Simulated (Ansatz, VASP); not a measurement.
# One calculation of Si, two programs

The input INCAR:

```
  PREC = Accurate
  ENCUT = 500
  EDIFF = 1E-6
  ISMEAR = 0
  SIGMA = 0.02
  LREAL = False
  LASPH = True
  NELM = 120
  ALGO = Normal
  ISIF = 2
  LWAVE = False
  LCHARG = False
  GGA = PE
  NBANDS = 11
  GGA_COMPAT = False
```

The input KPOINTS:

```
Automatic mesh
0
Gamma
  8 8 8
```

Contents of POSCAR:

```
Si
1.0
    0.0000000000      2.7348308352      2.7348308352
    2.7348308352      0.0000000000      2.7348308352
    2.7348308352      2.7348308352      0.0000000000
Si
2
Direct
    0.0000000000      0.0000000000      0.0000000000
    0.2500000000      0.2500000000      0.2500000000
```

Input for Ansatz:

```yaml
crystal:
  lattice:
    - [0.0, 2.7348308352, 2.7348308352]
    - [2.7348308352, 0.0, 2.7348308352]
    - [2.7348308352, 2.7348308352, 0.0]
  atoms:
    - { symbol: Si, position: [0.0, 0.0, 0.0] }
    - { symbol: Si, position: [0.25, 0.25, 0.25] }
basis:
  ecutwfc: 420
kpoints:
  mp_grid: { grid: [8, 8, 8] }
  band_path:
    path:
      - [[0.0, 0.0, 0.0], [0.5, 0.0, 0.5], [0.625, 0.25, 0.625]]
      - [[0.375, 0.375, 0.75], [0.0, 0.0, 0.0], [0.5, 0.5, 0.5], [0.5, 0.25, 0.75], [0.5, 0.0, 0.5]]
    npoints: 10
hamiltonian:
  xc: pbe
  pseudopotentials: { kind: paw, azcp: { folder: soft_1 } }
scf:
  occupations: { method: gaussian, width: 0.02 }
  n_extra_bands: 7
output:
  forces: true
  stress: true
  eigenvalues: true
```

Alike in both runs: task single point; functional PBE; k mesh 8 × 8 × 8; occupations gaussian, width 0.02 eV; no spin polarisation.

```csv
,VASP,Ansatz
version,VASP 6.6.1,Ansatz 0.2.0
potentials or method,"VASP PAW PBE potentials, release 64 (Si), cutoff 500 eV","scalar-relativistic, plane waves, PAW"
valence electrons in the cell,8,8
```

Ansatz gave:

```
gap on the k mesh at the Fermi level (eV) : 0.65
least direct gap on the mesh (eV)         : 2.55
pressure (GPa)                            : 0.0
```

Task: Which values does VASP return?

Result: gap on the k mesh at the Fermi level (eV): 0.65; least direct gap on the mesh (eV): 2.56; pressure (GPa): 0.0.

With one functional, cell and mesh, what is left measures potentials, basis and numerics.
